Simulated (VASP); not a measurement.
Here is a VASP 6.6.1 calculation.

The input INCAR:

```
SYSTEM = WAu
PREC = Accurate
ENCUT = 540
EDIFF = 1E-6
ISMEAR = -1
SIGMA = 0.05
LREAL = .FALSE.
LASPH = .TRUE.
NELM = 200
ALGO = Normal
ISIF = 2
LWAVE = .FALSE.
LCHARG = .FALSE.
MAGMOM = 0 0 0 0 0 0
LORBIT = 11
LSORBIT = .TRUE.
GGA_COMPAT = .FALSE.
LORBMOM = .TRUE.
LMAXMIX = 4
NBANDS = 45
```

Contents of KPOINTS:

```
regular mesh
0
G
  6 6 6
  0 0 0
```

Contents of POSCAR:

```
WAu
1.0
    0.0000000000      2.7479792600      2.7479792600
    2.7479792600      0.0000000000      2.7479792600
    2.7479792600      2.7479792600      0.0000000000
W Au
1 1
Direct
    0.0000000000      0.0000000000      0.0000000000
    0.7500000000      0.7500000000      0.7500000000
```

Potentials or basis: VASP PAW LDA potentials, release 64 (W_sv, Au_sv_GW).

Command:

```sh
$ cat potpaw_LDA.64/W_sv/POTCAR potpaw_LDA.64/Au_sv_GW/POTCAR > POTCAR
$ mpirun -np 1 vasp_ncl > vasp.out
```

Problem. Estimate the net moment.

Solution. 0.00 μB per cell.

Problem. What does it give for the pressure?

Solution. 24.0 GPa.

Moments on the atoms (μB; x, y, z):
```
W   0.00 0.00 0.00
Au  0.00 0.00 0.00
```

Caveat: the cell stands under pressure.
